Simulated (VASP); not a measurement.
Here is a VASP 6.6.1 calculation.

File INCAR:

```
SYSTEM = SiO2
ALGO = Normal
EDIFF = 1E-7
ENCUT = 520
GGA = PE
ISIF = 2
ISMEAR = 0
LASPH = .TRUE.
LCHARG = .FALSE.
LREAL = .FALSE.
LWAVE = .FALSE.
NBANDS = 34
NELM = 100
PREC = Accurate
SIGMA = 0.05
```

Contents of KPOINTS:

```
k-points
0
G
  6 6 4
  0 0 0
```

POSCAR

```
SiO2
1.0
    5.1819585999      0.0000000000      0.0000000000
   -2.5909793000      4.4877077888      0.0000000000
    0.0000000000      0.0000000000      5.5012710941
Si O
3 6
Direct
    0.0000000000      0.5000000000      0.3333333333
    0.5000000000      0.5000000000      0.6666666667
    0.5000000000      0.0000000000      0.0000000000
    0.5839605948      0.7919802974      0.8333333333
    0.7919802974      0.5839605948      0.5000000000
    0.7919802974      0.2080197026      0.1666666667
    0.4160394052      0.2080197026      0.8333333333
    0.2080197026      0.4160394052      0.5000000000
    0.2080197026      0.7919802974      0.1666666667
```

Potentials or basis: VASP PAW PBE potentials, release 64 (Si, O).

Launch:

```bash
$ cat potpaw_PBE.64/Si/POTCAR potpaw_PBE.64/O/POTCAR > POTCAR
$ mpirun -np 1 vasp_std > vasp.out
```

Task: Predict the largest force.

Result: 0.148 eV/Å.

Task: What does it give for the pressure?

Result: -2.4 GPa.

Task: Estimate the band gap on the k mesh.

Result: 5.44 eV (least direct gap 5.69 eV).

Stress tensor (GPa, compression positive):
```
-3.16  0.00  0.00
 0.00 -3.16  0.00
 0.00  0.00 -1.02
```

Caveat: the cell differs from its parent crystal (strain +0.015 along x and y, -0.015 along z). A k mesh can miss the band edges.
